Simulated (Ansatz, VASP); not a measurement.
**Two plane-wave programs on AlN**

File INCAR:

```
  ALGO = Normal
  DIPOL = 0.5 0.5 0.500
  EDIFF = 1E-6
  ENCUT = 520
  GGA = PE
  IDIPOL = 3
  ISIF = 2
  ISMEAR = -1
  LASPH = True
  LCHARG = False
  LDIPOL = True
  LREAL = False
  LWAVE = False
  NBANDS = 16
  NELM = 80
  PREC = Accurate
  SIGMA = 0.02
```

The input KPOINTS:

```
k-points
0
Gamma
  10 6 1
```

The input POSCAR:

```
AlN
1.0
    3.1301578475      0.0000000000      0.0000000000
    0.0000000000      5.0181095988      0.0000000000
    0.0000000000      0.0000000000     16.9036000000
Al N
2 2
Direct
    0.7500000000      0.0592403060      0.4732720032
    0.2500000000      0.5592403060      0.5267279968
    0.7500000000      0.4407596940      0.4732720032
    0.2500000000      0.9407596940      0.5267279968
```

Input for Ansatz:

```yaml
crystal:
  lattice:
    - [3.1301578475, 0.0, 0.0]
    - [0.0, 5.0181095988, 0.0]
    - [0.0, 0.0, 16.9036]
  atoms:
    - { symbol: Al, position: [0.75, 0.059240306, 0.4732720032] }
    - { symbol: "N", position: [0.75, 0.440759694, 0.4732720032] }
    - { symbol: Al, position: [0.25, 0.559240306, 0.5267279968] }
    - { symbol: "N", position: [0.25, 0.940759694, 0.5267279968] }
kpoints:
  mp_grid: { grid: [10, 6, 1] }
scf:
  occupations: { method: fermi_dirac, width: 0.02 }
hamiltonian:
  xc: pbe
  pseudopotentials: { kind: paw }
output:
  forces: true
  stress: true
  eigenvalues: true
  populations: true
efield:
  axis: 3
  amplitude: 0
  dipole_correction: true
```

Alike in both runs: task single point; functional PBE; k mesh 10 × 6 × 1; occupations fermi-dirac, width 0.02 eV; no spin polarisation.

|  | VASP | Ansatz |
| --- | --- | --- |
| version | VASP 6.6.1 | Ansatz 0.2.0 |
| potentials or method | VASP PAW PBE potentials, release 64 (Al, N) | PAW with Ansatz's default frozen-core files, scalar-relativistic |
| plane-wave cutoff (eV) | 520 | 420 |
| valence electrons in the cell | 16 | 16 |

|  | VASP | Ansatz | Ansatz less VASP |
| --- | --- | --- | --- |
| gap on the k mesh at the Fermi level (eV) | 1.09 | 1.10 | +0.008 |
| rms of the force components (eV/Å) | 1.559 | 1.553 | -0.0059 |

With one functional, cell and mesh, what is left measures potentials, basis and numerics.
